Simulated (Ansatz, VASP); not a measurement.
**Two plane-wave programs on Si2Ni**

```xyz
3
Lattice="0.0000 2.4017 3.3960 2.4017 0.0000 3.3960 2.4017 2.4017 0.0000" Properties=species:S:1:pos:R:3 pbc="T T T"
Si    1.2009    1.2009    1.6980
Si    3.6026    3.6026    5.0941
Ni    0.0000    0.0000    0.0000
```

Alike in both runs: task single point; functional PBEsol; k mesh 18 × 18 × 18; occupations gaussian, width 0.15 eV; no spin polarisation.

|  | VASP | Ansatz |
| --- | --- | --- |
| version | VASP 6.6.1 | Ansatz 0.2.0 |
| potentials or method | VASP PAW PBE potentials, release 64 (Si, Ni), cutoff 520 eV | scalar-relativistic, plane waves, PAW |
| valence electrons in the cell | 18 | 26 |

|  | VASP | Ansatz | Ansatz less VASP |
| --- | --- | --- | --- |
| gap on the k mesh at the Fermi level (eV) | none | none | - |
| pressure (GPa) | 5.7 | 5.5 | -0.23 |
| traceless stress, the component that is largest in VASP (GPa) | -19.87 | -20.12 | -0.258 |

VASP's potentials were made for PBE, not for PBEsol. A gap of «none» marks a metal or a gap that the smearing closes. With one functional, cell and mesh, what is left measures potentials, basis and numerics. VASP's potentials hold 18 valence electrons a cell and Ansatz's 26, so a difference there can come from the potentials and not from the codes.
